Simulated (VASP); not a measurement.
Write the native input for VASP 6.6.1 that does the following.

```yaml
Task: relaxation of cell and atoms
Functional: PBEsol
Potentials_or_basis: VASP PAW PBE potentials, release 64 (Te, Pb_d)
Cutoff: 600 eV
k_mesh: 10 × 10 × 10
Occupations: fermi-dirac, width 0.05 eV
Spin: no spin polarisation
Dipole_correction: no
Further_INCAR_settings: ALGO = Normal; EDIFF = 1e-06; IBRION = 2; EDIFFG = -0.005; NSW = 70; ISIF = 3
```

The structure of TePb lies in POSCAR:

```
TePb
1.0
    4.0022870000      0.0000000000      0.0000000000
    0.0000000000      4.0022870000      0.0000000000
    0.0000000000      0.0000000000      4.0022870000
Te Pb
1 1
Direct
    0.5000000000      0.5000000000      0.5000000000
    0.0000000000      0.0000000000      0.0000000000
```

One way to write it, as run:

INCAR

```
PREC = Accurate
ENCUT = 600
EDIFF = 1E-6
ISMEAR = -1
SIGMA = 0.05
LREAL = False
LASPH = True
NELM = 100
ALGO = Normal
ISIF = 3
LWAVE = False
LCHARG = False
GGA = PS
IBRION = 2
NSW = 70
EDIFFG = -0.005
```

KPOINTS

```
Automatic mesh
0
Gamma
  10 10 10
```

Potentials or basis: VASP PAW PBE potentials, release 64 (Te, Pb_d).

The run is started by

```console
$ cat potpaw_PBE.64/Te/POTCAR potpaw_PBE.64/Pb_d/POTCAR > POTCAR
$ mpirun -np 1 vasp_std > vasp.out
```

Results of the run:

```yaml
Relaxed_volume: 29.85 Å³/atom
Relaxed_cell: a = 3.908 Å, b = 3.908 Å, c = 3.908 Å, α = 90.00°, β = 90.00°, γ = 90.00°
Space_group_after_relaxing_to_0.05_Å: Pm-3m (No. 221)
Energy_gained_by_relaxing: 21.0 meV/atom
Ionic_steps: 3
Pressure_after_relaxing: 0.0 GPa
Band_gap_on_the_k_mesh: zero (band 10 reaches 7.29 eV, above the bottom of band 11 at 5.77 eV)
```

Caveat: the PAW data sets were made with another functional, which shifts forces and pressure a little; spin-orbit coupling is left out, which moves the levels of the heavy elements.

Wall time 2.1 min on 1 thread of AMD EPYC 7R13 (shared host), peak memory 0.2 GiB.
